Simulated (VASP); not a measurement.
# BiS4 (P-43m) in VASP: single point with PBE

Aim: the single point of BiS4 with PBE.

All numbers are computed with VASP 6.6.1; they aren't measurements. Logs are shortened: lines on timing, memory, paths and dates and some standing lists are left out, and cuts for length are marked.

## Step 1: The cell of the first run

Symmetry: P-43m, No. 215, cubic system. The conventional cell has a = 4.907 Å, b = 4.907 Å, c = 4.907 Å, α = 90.00°, β = 90.00°, γ = 90.00°. Within 3.5 Å of Bi (site symmetry -43m) lie 4 S at 2.62 Å. Within 3.6 Å of S (site symmetry 3m) lie 1 Bi at 2.62 Å and 9 S at 2.67 to 3.56 Å.

## Step 2: Single point, PBE

The input, POSCAR:

```
BiS4
1.0
    4.9069684142      0.0000000000      0.0000000000
    0.0000000000      4.9069684142      0.0000000000
    0.0000000000      0.0000000000      4.9069684142
Bi S
1 4
Direct
    0.0000000000      0.0000000000      0.0000000000
    0.3079765090      0.3079765090      0.3079765090
    0.6920234910      0.6920234910      0.3079765090
    0.3079765090      0.6920234910      0.6920234910
    0.6920234910      0.3079765090      0.6920234910
```

The input, INCAR.step1:

```
SYSTEM = BiS4
PREC = Accurate
ENCUT = 520
EDIFF = 1E-6
ISMEAR = 0
SIGMA = 0.1
LREAL = .FALSE.
LASPH = .TRUE.
NELM = 80
ALGO = Normal
ISIF = 2
LWAVE = .FALSE.
LCHARG = .TRUE.
GGA = PE
NBANDS = 28
```

The input, KPOINTS.step1:

```
regular mesh
0
G
  8 8 8
  0 0 0
```

The input, INCAR.step2:

```
SYSTEM = BiS4
PREC = Accurate
ENCUT = 520
EDIFF = 1E-6
ISMEAR = -5
SIGMA = 0.1
LREAL = .FALSE.
LASPH = .TRUE.
NELM = 80
ALGO = Normal
ISIF = 2
LWAVE = .FALSE.
LCHARG = .FALSE.
GGA = PE
LORBIT = 10
NBANDS = 28
NEDOS = 1001
ICHARG = 11
```

The input, KPOINTS.step2:

```
regular mesh
0
G
  12 12 12
  0 0 0
```

Potentials or basis: VASP PAW PBE potentials, release 64 (Bi_d, S).

Run with:

```bash
$ cat potpaw_PBE.64/Bi_d/POTCAR potpaw_PBE.64/S/POTCAR > POTCAR
$ cp INCAR.step1 INCAR
$ cp KPOINTS.step1 KPOINTS
$ mpirun -np 1 vasp_std > vasp.out
$ cp INCAR.step2 INCAR
$ cp KPOINTS.step2 KPOINTS
$ mpirun -np 1 vasp_std > vasp.out
```

OUTCAR:

```text
SYSTEM = BiS4
   PREC = Accurate
   ENCUT = 520
   EDIFF = 1E-6
   ISMEAR = -5
   LREAL = .FALSE.
   LASPH = .TRUE.
   NELM = 80
   ISIF = 2
   GGA = PE
   LORBIT = 10
   ICHARG = 11

 ion  position               nearest neighbor table
   1  0.000  0.000  0.000-   2 2.62   3 2.62   4 2.62   5 2.62
   2  0.308  0.308  0.308-   1 2.62   3 2.67   4 2.67   5 2.67
   3  0.692  0.692  0.308-   1 2.62   2 2.67   4 2.67   5 2.67
   4  0.308  0.692  0.692-   1 2.62   2 2.67   3 2.67   5 2.67
   5  0.692  0.308  0.692-   1 2.62   2 2.67   3 2.67   4 2.67

  LATTYP: Found a simple cubic cell.
 ALAT       =     4.9069684142

  Lattice vectors:

 A1 = (   4.9069684142,   0.0000000000,   0.0000000000)
 A2 = (   0.0000000000,   4.9069684142,   0.0000000000)
 A3 = (   0.0000000000,   0.0000000000,   4.9069684142)

Analysis of symmetry for initial positions (statically):
=====================================================================
 Subroutine PRICEL returns:
 Original cell was already a primitive cell.

 Routine SETGRP: Setting up the symmetry group for a
 simple cubic supercell.

 Subroutine GETGRP returns: Found 24 space group operations
 (whereof 24 operations were pure point group operations)
 out of a pool of 48 trial point group operations.

The static configuration has the point symmetry T_d .

Analysis of symmetry for dynamics (positions and initial velocities):
=====================================================================
 Subroutine PRICEL returns:
 Original cell was already a primitive cell.

 Routine SETGRP: Setting up the symmetry group for a
 simple cubic supercell.

 Subroutine GETGRP returns: Found 24 space group operations
 (whereof 24 operations were pure point group operations)
 out of a pool of 48 trial point group operations.

The dynamic configuration has the point symmetry T_d .

 Subroutine INISYM returns: Found 24 space group operations
 (whereof 24 operations are pure point group operations),
 and found     1 'primitive' translations

----------------------------------------------------------------------------------------

                                     Primitive cell

  volume of cell :     118.1516

  direct lattice vectors                    reciprocal lattice vectors
     4.906968414  0.000000000  0.000000000     0.203791815  0.000000000  0.000000000
     0.000000000  4.906968414  0.000000000     0.000000000  0.203791815  0.000000000
     0.000000000  0.000000000  4.906968414     0.000000000  0.000000000  0.203791815

  length of vectors
     4.906968414  4.906968414  4.906968414     0.203791815  0.203791815  0.203791815

  position of ions in fractional coordinates (direct lattice)
     0.000000000  0.000000000  0.000000000
     0.307976509  0.307976509  0.307976509
     0.692023491  0.692023491  0.307976509
     0.307976509  0.692023491  0.692023491
     0.692023491  0.307976509  0.692023491

  ion indices of the primitive-cell ions
   primitive index   ion index
                 1           1
                 2           2
                 3           3
                 4           4
                 5           5

----------------------------------------------------------------------------------------

 KPOINTS: regular mesh

Automatic generation of k-mesh.
 Grid dimensions read from file:
 generate k-points for:   12   12   12

 Generating k-lattice:

  Cartesian coordinates                     Fractional coordinates (reciprocal lattice)
     0.016982651  0.000000000  0.000000000     0.083333333  0.000000000  0.000000000
     0.000000000  0.016982651  0.000000000     0.000000000  0.083333333  0.000000000
     0.000000000  0.000000000  0.016982651     0.000000000  0.000000000  0.083333333

  Length of vectors
     0.016982651  0.016982651  0.016982651

  Shift w.r.t. Gamma in fractional coordinates (k-lattice)
     0.000000000  0.000000000  0.000000000

 TETIRR: Found    854 inequivalent tetrahedra from    10368

 Subroutine IBZKPT returns following result:
 ===========================================

 Found     84 irreducible k-points:

 Following reciprocal coordinates:
            Coordinates               Weight
  0.000000  0.000000  0.000000      1.000000
  0.083333  0.000000  0.000000      6.000000
  0.166667  0.000000  0.000000      6.000000
  0.250000  0.000000  0.000000      6.000000
  0.333333  0.000000  0.000000      6.000000
  0.416667  0.000000  0.000000      6.000000
[... 16 lines left out ...]
  0.333333  0.333333  0.000000     12.000000
  0.416667  0.333333  0.000000     24.000000
 [... further k-points ...]
   k-points           NKPTS =     84   k-points in BZ     NKDIM =     84   number of bands    NBANDS=     28
   number of dos      NEDOS =   1001   number of ions     NIONS =      5
   total plane-waves  NPLWV =  46656
   dimension x,y,z NGX =    36 NGY =   36 NGZ =   36
   dimension x,y,z NGXF=    72 NGYF=   72 NGZF=   72
   ions per type =               1   4
   NGX,Y,Z   is equivalent  to a cutoff of  12.20, 12.20, 12.20 a.u.
   NGXF,Y,Z  is equivalent  to a cutoff of  24.39, 24.39, 24.39 a.u.
 SYSTEM =  BiS4
   PREC   = accura    normal or accurate (medium, high low for compatibility)
   ISTART =      0    job   : 0-new  1-cont  2-samecut
   ICHARG =     11    charge: 1-file 2-atom 10-const
   ISPIN  =      1    spin polarized calculation?
   LNONCOLLINEAR =      F non collinear calculations
   LSORBIT =      F    spin-orbit coupling
   LASPH  =      T    aspherical Exc in radial PAW
   ENCUT  =  520.0 eV  38.22 Ry    6.18 a.u.   9.12  9.12  9.12*2*pi/ulx,y,z
   NELM   =     80;   NELMIN=  2; NELMDL=  0     # of ELM steps
   EDIFF  = 0.1E-05   stopping-criterion for ELM
   LREAL  =      F    real-space projection
   EDIFFG = 0.1E-04   stopping-criterion for IOM
   NSW    =      0    number of steps for IOM
   IBRION =     -1    ionic relax: 0-MD 1-quasi-New 2-CG
   NFREE  =      0    steps in history (QN), initial steepest desc. (CG)
   ISIF   =      2    stress and relaxation
   ISYM   =      2    0-nonsym 1-usesym 2-fastsym
   POTIM  = 0.5000    time-step for ionic-motion
   TEBEG  =    0.0;   TEEND  =   0.0 temperature during run
   PSTRESS=    0.0 pullay stress
   NELECT =      39.0000    total number of electrons
   NUPDOWN=      -1.0000    fix difference up-down
   EMIN   =  10.00;   EMAX   =-10.00  energy-range for DOS
   EFERMI =   0.00;   METHOD = LEGACY
   ISMEAR =    -5;   SIGMA  =   0.10  broadening in eV -4-tet -1-fermi 0-gaus
   EFERMI_NEDOS =   21; number of points for ismear=-14 and -15
   IALGO  =     38    algorithm
   IMIX   =      4    mixing-type and parameters
     AMIX     =   0.40;   BMIX     =  1.00
     AMIX_MAG =   1.60;   BMIX_MAG =  1.00
  volume/ion in A,a.u.               =      23.63       159.47
  Fermi-wavevector in a.u.,A,eV,Ry     =   1.131401  2.138037 17.416376  1.280068
  Thomas-Fermi vector in A             =   2.268100
   LORBIT       =     10    0 simple, 1 ext, 2 COOP (PROOUT), +10 PAW based schemes
   GGA     = PE    functional components
   LHFCALC =     F    Hartree Fock is set to
   AEXX    =    0.0000 exact exchange contribution
   IVDW    =     0    specifies the selected vdW correction
   LEPSILON=     F    determine dielectric tensor
   LRPA    =     F    only Hartree local field effects (RPA)
 non-spin polarized calculation
 Fermi weights with tetrahedron method with Bloechl corrections
  energy-cutoff  :      520.00
  volume of cell :      118.15
 maximum number of plane-waves:      3203

 number of electron      38.9999984 magnetization

 Free energy of the ion-electron system (eV)
  ---------------------------------------------------
  ext. energy  EPLUGINS =         0.00000000
  ---------------------------------------------------
  free energy    TOTEN  =       -16.60773007 eV

  energy without entropy =      -16.60773007  energy(sigma->0) =      -16.60773007

 E-fermi :   4.5280     XC(G=0):  -9.5740

 val. band max:        4.5954757837   @ k =   0.2500   0.2500   0.2500
 cond. band min:       4.4644822561   @ k =   0.0000   0.0000   0.0000
 fundamental gap:     -0.1309935276
 Fermi energy:         4.5279802459

 k-point     1 :       0.0000    0.0000    0.0000
  band No.  band energies     occupation
      1     -18.3265      2.00000
      2     -18.3265      2.00000
      3     -18.3265      2.00000
      4     -18.2779      2.00000
      5     -18.2779      2.00000
      6     -10.2326      2.00000
[... 20 lines left out ...]
     27      10.7717      0.00000
     28      10.7718      0.00000

 k-point     2 :       0.0833    0.0000    0.0000
  band No.  band energies     occupation
      1     -18.3266      2.00000
      2     -18.3266      2.00000
      3     -18.3265      2.00000
      4     -18.2778      2.00000
      5     -18.2776      2.00000
      6     -10.2040      2.00000
[... 20 lines left out ...]
     27      10.8565      0.00000
     28      10.9018      0.00000

 k-point     3 :       0.1667    0.0000    0.0000
  band No.  band energies     occupation
      1     -18.3269      2.00000
      2     -18.3269      2.00000
      3     -18.3265      2.00000
      4     -18.2778      2.00000
      5     -18.2770      2.00000
      6     -10.1194      2.00000
[... 616 lines left out ...]
      3     -18.3275      2.00000
      4     -18.2765      2.00000
      5     -18.2742      2.00000
      6      -9.4778      2.00000
[... 20 lines left out ...]
     27      12.2753      0.00000
     28      12.6894      0.00000

 k-point    24 :       0.4167    0.3333    0.0000
  band No.  band energies     occupation
      1     -18.3295      2.00000
      2     -18.3278      2.00000
      3     -18.3275      2.00000
      4     -18.2764      2.00000
      5     -18.2737      2.00000
      6      -9.3573      2.00000
[... 20 lines left out ...]
     27      12.2902      0.00000
     28      12.6814      0.00000

 [... further k-points ...]

------------------------ aborting loop because EDIFF is reached ----------------------------------------

  FORCE on cell =-STRESS in cart. coord.  units (eV):
  Direction    XX          YY          ZZ          XY          YZ          ZX
  --------------------------------------------------------------------------------------
  -------------------------------------------------------------------------------------
  Total       -0.0861145     -0.0861145     -0.0861145     -0.0000000      0.0000000      0.0000000
  in kB       -1.1677428     -1.1677428     -1.1677428     -0.0000000      0.0000000      0.0000000
  external PRESSURE =      -1.1677428 kB  Pullay stress =       0.0000000 kB

 VOLUME and BASIS-vectors are now :
 -----------------------------------------------------------------------------
  energy-cutoff  :      520.00
  volume of cell :      118.15
      direct lattice vectors                 reciprocal lattice vectors
     4.906968414  0.000000000  0.000000000     0.203791815  0.000000000  0.000000000
     0.000000000  4.906968414  0.000000000     0.000000000  0.203791815  0.000000000
     0.000000000  0.000000000  4.906968414     0.000000000  0.000000000  0.203791815

 POSITION                                       TOTAL-FORCE (eV/Angst)
 -----------------------------------------------------------------------------------
      0.00000      0.00000      0.00000         0.000000     -0.000000      0.000000
      1.51123      1.51123      1.51123         0.003526      0.003526      0.003526
      3.39574      3.39574      1.51123        -0.003526     -0.003526      0.003526
      1.51123      3.39574      3.39574         0.003526     -0.003526     -0.003526
      3.39574      1.51123      3.39574        -0.003526      0.003526     -0.003526
 -----------------------------------------------------------------------------------
    total drift:                               -0.000000     -0.000000     -0.000000

  FREE ENERGIE OF THE ION-ELECTRON SYSTEM (eV)
  ---------------------------------------------------
  free  energy   TOTEN  =       -16.6077300749 eV

  energy  without entropy=      -16.6077300749  energy(sigma->0) =      -16.60773007

 total charge

# of ion       s       p       d       tot
------------------------------------------
    1        1.541   1.196   9.969  12.706
    2        1.412   2.132   0.000   3.544
    3        1.412   2.132   0.000   3.544
    4        1.412   2.132   0.000   3.544
    5        1.412   2.132   0.000   3.544
--------------------------------------------------
tot          7.189   9.726   9.969  26.884
```

Wall time 97 s (1 thread of Intel Xeon 6975P-C (Granite Rapids), shared host); peak memory 0.34 GiB.

Results:

```
Valence electrons inside the program's atomic spheres : Bi 12.71; S 3.54
```

Caveat: spin-orbit coupling is left out, which moves the levels of the heavy elements.
